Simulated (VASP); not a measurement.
Here is a VASP 6.6.1 calculation.

The input POSCAR:

```
CoSi
1.0
    2.7568530025      0.0000000000      0.0000000000
    0.0000000000      2.7568530025      0.0000000000
    0.0000000000      0.0000000000      2.7568530025
Co Si
1 1
Direct
    0.0000000000      0.0000000000      0.0000000000
    0.5000000000      0.5000000000      0.5000000000
```

The input INCAR.step1:

```
PREC     = Accurate       # precision mode
ENCUT    = 520            # plane-wave cutoff, eV
ISMEAR   = 0              # smearing method
SIGMA    = 0.1            # smearing width, eV
LREAL    = False          # projectors in reciprocal space
LASPH    = True           # aspherical terms in the spheres
NELM     = 150            # most SCF steps
ISPIN    = 2              # spin polarisation
MAGMOM   = 0.9 0          # initial moments
LMAXMIX  = 4              # l up to which the mixer works
NBANDS   = 18             # bands
GGA      = PE             # functional
ALGO     = Normal         # electronic algorithm
EDIFF    = 1E-4           # SCF threshold, eV
LWAVE    = True           # write WAVECAR
LCHARG   = False          # write CHGCAR
```

INCAR.step2

```
PREC     = Accurate       # precision mode
ENCUT    = 520            # plane-wave cutoff, eV
EDIFF    = 1E-7           # SCF threshold, eV
ISMEAR   = 0              # smearing method
SIGMA    = 0.1            # smearing width, eV
LREAL    = False          # projectors in reciprocal space
LASPH    = True           # aspherical terms in the spheres
NELM     = 150            # most SCF steps
ALGO     = Normal         # electronic algorithm
ISIF     = 2              # what is computed and relaxed
LWAVE    = False          # write WAVECAR
LCHARG   = True           # write CHGCAR
ISPIN    = 2              # spin polarisation
MAGMOM   = 0.9 0          # initial moments
LORBIT   = 11             # projections on sites
LMAXMIX  = 4              # l up to which the mixer works
METAGGA  = R2SCAN         # meta-GGA
LMIXTAU  = True         
LELF     = True           # ELF
LVHAR    = True         
NBANDS   = 18             # bands
ISTART   = 1
```

KPOINTS

```
regular mesh
0
Gamma
  6 6 6
```

Potentials or basis: VASP PAW PBE potentials, release 64 (Co, Si).

The run is started by

```sh
$ cat potpaw_PBE.64/Co/POTCAR potpaw_PBE.64/Si/POTCAR > POTCAR
$ cp INCAR.step1 INCAR
$ mpirun -np 1 vasp_std > vasp.out
$ cp INCAR.step2 INCAR
$ mpirun -np 1 vasp_std > vasp.out
```

(1) What does it give for the pressure?

(2) Predict the net moment.

(3) What does it give for the site moments?

## Answers

(1) 0.2 GPa.

(2) 0.72 μB per cell.

(3) Co +0.78; Si +0.01 μB.

Caveat: the k points lie up to 0.38 Å⁻¹ apart; the PAW data sets were made with another functional, which shifts forces and pressure a little.
